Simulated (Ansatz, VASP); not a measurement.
## Two plane-wave programs on TiO2

POSCAR

```
TiO2
1.0
    2.6711600402     -2.6712510909     -0.0201684190
    2.6711600402      2.6712510909     -0.0201684190
   -2.6353413730      0.0000000000      4.8120473783
Ti O
2 4
Direct
    0.1618399502      0.9856506609      0.3237453055
    0.8750252533      0.1249747467      0.7500000000
    0.3322819419      0.0822483592      0.6645446501
    0.6677180581      0.9177516408      0.3354553499
    0.9177516408      0.6677180581      0.8354553499
    0.0822483592      0.3322819419      0.1645446501
```

Contents of INCAR.step1:

```
PREC = Accurate
ENCUT = 520
ISMEAR = 0
SIGMA = 0.05
LREAL = False
LASPH = True
NELM = 80
NBANDS = 33
GGA = PE
ALGO = Normal
EDIFF = 1E-4
LWAVE = True
LCHARG = False
```

File INCAR.step2:

```
PREC = Accurate
ENCUT = 520
EDIFF = 1E-6
ISMEAR = 0
SIGMA = 0.05
LREAL = False
LASPH = True
NELM = 80
ALGO = Normal
ISIF = 2
LWAVE = False
LCHARG = True
METAGGA = R2SCAN
LMIXTAU = True
LELF = True
LVHAR = True
NBANDS = 33
ISTART = 1
```

KPOINTS

```
Automatic mesh
0
Gamma
  6 6 6
```

Input for Ansatz:

```yaml
crystal:
  lattice:
    - [2.6711600402, -2.6712510909, -0.020168419]
    - [2.6711600402, 2.6712510909, -0.020168419]
    - [-2.635341373, 0.0, 4.8120473783]
  atoms:
    - { symbol: Ti, position: [0.1618399502, 0.9856506609, 0.3237453055] }
    - { symbol: Ti, position: [0.8750252533, 0.1249747467, 0.75] }
    - { symbol: O, position: [0.3322819419, 0.0822483592, 0.6645446501] }
    - { symbol: O, position: [0.6677180581, 0.9177516408, 0.3354553499] }
    - { symbol: O, position: [0.9177516408, 0.6677180581, 0.8354553499] }
    - { symbol: O, position: [0.0822483592, 0.3322819419, 0.1645446501] }
basis:
  ecutwfc: 500
kpoints:
  mp_grid: { grid: [6, 6, 6] }
hamiltonian:
  xc: r2scan
scf:
  occupations: { method: gaussian, width: 0.05 }
output:
  forces: true
  stress: true
  eigenvalues: true
```

Alike in both runs: task single point; functional r2SCAN; k mesh 6 × 6 × 6; occupations gaussian, width 0.05 eV; no spin polarisation.

```csv
,VASP,Ansatz
version,VASP 6.6.1,Ansatz 0.2.0
potentials or method,"VASP PAW PBE potentials, release 64 (Ti_sv, O), cutoff 520 eV","scalar-relativistic, plane waves, PAW"
valence electrons in the cell,48,48
```

Ansatz gave:

- gap on the k mesh at the Fermi level (eV): 2.52
- least direct gap on the mesh (eV): 2.64
- pressure (GPa): 11.4
- traceless stress, the component that is largest in VASP (GPa): 11.29
- rms of the force components (eV/Å): 2.711

Task: Which values does VASP return?

Result: gap on the k mesh at the Fermi level (eV): 2.54; least direct gap on the mesh (eV): 2.66; pressure (GPa): 12.8; traceless stress, the component that is largest in VASP (GPa): 11.89; rms of the force components (eV/Å): 2.821.

VASP's potentials were made for PBE, not for r2SCAN. Atom by atom the forces differ by 0.119 eV/Å (rms over components).
